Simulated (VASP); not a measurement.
Input of a VASP 6.6.1 run:

File INCAR:

```
SYSTEM = FeBr4
ALGO = Normal ; EDIFF = 1E-6
ENCUT = 520 ; GGA = PE
ISIF = 2 ; ISMEAR = 0
ISPIN = 2 ; LASPH = .True.
LCHARG = .False. ; LMAXMIX = 4
LORBIT = 11 ; LREAL = .False.
LWAVE = .False. ; MAGMOM = 3.36 0 0 0 0
NBANDS = 30 ; NELM = 150
PREC = Accurate ; SIGMA = 0.1
```

File KPOINTS:

```
k-points
0
Gamma
  6 6 6
  0 0 0
```

Contents of POSCAR:

```
FeBr4
1.0
    0.0000000000      5.4515851605      5.4515851605
    5.4515851605      0.0000000000      5.4515851605
    5.4515851605      5.4515851605      0.0000000000
Fe Br
1 4
Direct
    0.2500000000      0.2500000000      0.2500000000
    0.1290848445      0.6127454664      0.1290848445
    0.1290848445      0.1290848445      0.1290848445
    0.6127454664      0.1290848445      0.1290848445
    0.1290848445      0.1290848445      0.6127454664
```

Potentials or basis: VASP PAW PBE potentials, release 64 (Fe, Br).

The run is started by

```bash
$ cat potpaw_PBE.64/Fe/POTCAR potpaw_PBE.64/Br/POTCAR > POTCAR
$ mpirun -np 1 vasp_std > vasp.out
```

Task: Predict the site moments.

Result: Fe +3.10; Br +0.13 μB.

Task: What does it give for the largest force?

Result: 0.005 eV/Å.

Task: What does it give for the net moment?

Result: 4.00 μB per cell.

Forces on the atoms (eV/Å):
```
Fe   0.000  0.000  0.000
Br   0.003 -0.003  0.003
Br  -0.003 -0.003 -0.003
Br  -0.003  0.003  0.003
Br   0.003  0.003 -0.003
```
